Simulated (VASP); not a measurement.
SnSe: single point with PBE+D3(BJ)

SnSe:

```xyz
8
Lattice="11.1886 0.0000 0.0000 0.0000 4.1033 0.0000 0.0000 0.0000 4.2039" Properties=species:S:1:pos:R:3 pbc="T T T"
Sn    1.2983    1.0258    0.2574
Sn    4.2960    3.0775    2.3593
Sn    6.8925    1.0258    1.8445
Sn    9.8903    3.0775    3.9465
Se    4.0211    1.0258    0.0729
Se    1.5732    3.0775    2.1749
Se    9.6154    1.0258    2.0290
Se    7.1675    3.0775    4.1309
```

```yaml
Program: VASP 6.6.1
Task: single point
Functional: PBE
Dispersion: D3(BJ)
Potentials_or_basis: VASP PAW PBE potentials, release 64 (Sn_d, Se)
Cutoff: 520 eV
k_mesh: 4 × 8 × 8
Occupations: gaussian, width 0.05 eV
Spin: no spin polarisation
Dipole_correction: no
Further_INCAR_settings: ALGO = Normal; EDIFF = 1e-06; NBANDS = 50
```

```json
{
 "Pressure": "3.8 GPa",
 "Largest force": "0.011 eV/Å",
 "Band gap on the k mesh": "0.19 eV (least direct gap 0.68 eV)",
 "Dispersion energy per atom": "-0.401 eV"
}
```

Forces on the atoms (eV/Å):
```
Sn  -0.008  0.000 -0.008
Sn   0.008  0.000 -0.008
Sn  -0.008  0.000  0.008
Sn   0.008  0.000  0.008
Se   0.009  0.000  0.007
Se  -0.009  0.000  0.007
Se   0.009  0.000 -0.007
Se  -0.009  0.000 -0.007
```

Levels at points of the mesh, in eV from the valence-band top:
```tsv
k point	band 37	band 38	band 39	band 40	band 41	band 42	band 43	band 44
(0.00, 0.00, 0.00)	-1.87	-1.55	-0.88	-0.75	0.19	3.15	3.25	3.29
(0.50, 0.00, 0.00)	-2.23	-2.23	-0.76	-0.76	2.57	2.57	2.82	2.82
(0.00, 0.50, 0.00)	-1.18	-1.18	-0.47	-0.47	0.69	0.69	1.34	1.34
(0.50, 0.50, 0.00)	-0.89	-0.89	-0.89	-0.89	1.40	1.40	1.40	1.40
(0.00, 0.00, 0.50)	-0.86	-0.86	-0.34	-0.34	0.91	0.91	1.17	1.17
(0.50, 0.00, 0.50)	-0.51	-0.51	-0.19	-0.19	0.98	0.98	0.99	0.99
(0.00, 0.50, 0.50)	-2.57	-2.57	-1.92	-1.92	2.59	2.59	2.92	2.92
(0.50, 0.50, 0.50)	-1.81	-1.81	-1.81	-1.81	2.20	2.20	2.20	2.20
```

Wall time 10 min on 1 thread of Oxide Virtual Turin-like Processor (shared host), peak memory 0.61 GiB.

Caveat: the cell stands under pressure; spin-orbit coupling is left out, which moves the levels of the heavy elements. A k mesh can miss the band edges.
